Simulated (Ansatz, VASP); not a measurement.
One calculation of CsRuSe3, two programs

Contents of INCAR:

```
PREC = Accurate
ENCUT = 520
EDIFF = 1E-6
ISMEAR = 0
SIGMA = 0.1
LREAL = F
LASPH = T
NELM = 150
ALGO = Normal
ISIF = 2
LWAVE = F
LCHARG = T
ISPIN = 2
MAGMOM = 0 1 0 0 0
LORBIT = 11
LMAXMIX = 4
GGA = PE
LELF = T
LVHAR = T
NBANDS = 32
```

Contents of KPOINTS:

```
Automatic mesh
0
Gamma
  4 4 4
```

POSCAR

```
CsRuSe3
1.0
    5.1898892600      0.0000000000      0.0000000000
    0.0000000000      5.1898892600      0.0000000000
    0.0000000000      0.0000000000      5.1898892600
Cs Ru Se
1 1 3
Direct
    0.5000000000      0.5000000000      0.5000000000
    0.0000000000      0.0000000000      0.0000000000
    0.5000000000      0.0000000000      0.0000000000
    0.0000000000      0.5000000000      0.0000000000
    0.0000000000      0.0000000000      0.5000000000
```

Input for Ansatz:

```yaml
crystal:
  lattice:
    - [5.18988926, 0.0, 0.0]
    - [0.0, 5.18988926, 0.0]
    - [0.0, 0.0, 5.18988926]
  atoms:
    - { symbol: Cs, position: [0.5, 0.5, 0.5] }
    - { symbol: Ru, position: [0.0, 0.0, 0.0], spin: 1.0 }
    - { symbol: Se, position: [0.5, 0.0, 0.0] }
    - { symbol: Se, position: [0.0, 0.5, 0.0] }
    - { symbol: Se, position: [0.0, 0.0, 0.5] }
basis:
  ecutwfc: 420
kpoints:
  mp_grid: { grid: [4, 4, 4] }
hamiltonian:
  xc: pbe
scf:
  occupations: { method: gaussian, width: 0.1 }
  lower_state_search: "off"
output:
  forces: true
  stress: true
  eigenvalues: true
  populations: true
magnetization:
  spin_polarized: true
```

Alike in both runs: task single point; functional PBE; k mesh 4 × 4 × 4; occupations gaussian, width 0.1 eV; collinear spin.

|  | VASP | Ansatz |
| --- | --- | --- |
| version | VASP 6.6.1 | Ansatz 0.2.0 |
| potentials or method | VASP PAW PBE potentials, release 64 (Cs_sv, Ru_pv, Se), cutoff 520 eV | scalar-relativistic, plane waves, PAW |
| valence electrons in the cell | 41 | 73 |

```tsv
	VASP	Ansatz	Ansatz less VASP
gap on the k mesh at the Fermi level (eV)	none	none	-
pressure (GPa)	-1.8	-1.8	-0.06
net moment per atom (μB)	0.68	0.68	+0.001
size of the moment on the site where the two differ most (μB)	1.86	1.75	-0.105
```

Site moments also hang on the region over which each program counts them. A gap of «none» marks a metal or a gap that the smearing closes. VASP's potentials hold 41 valence electrons a cell and Ansatz's 73, so a difference there can come from the potentials and not from the codes.

Spin-orbit coupling is off throughout.
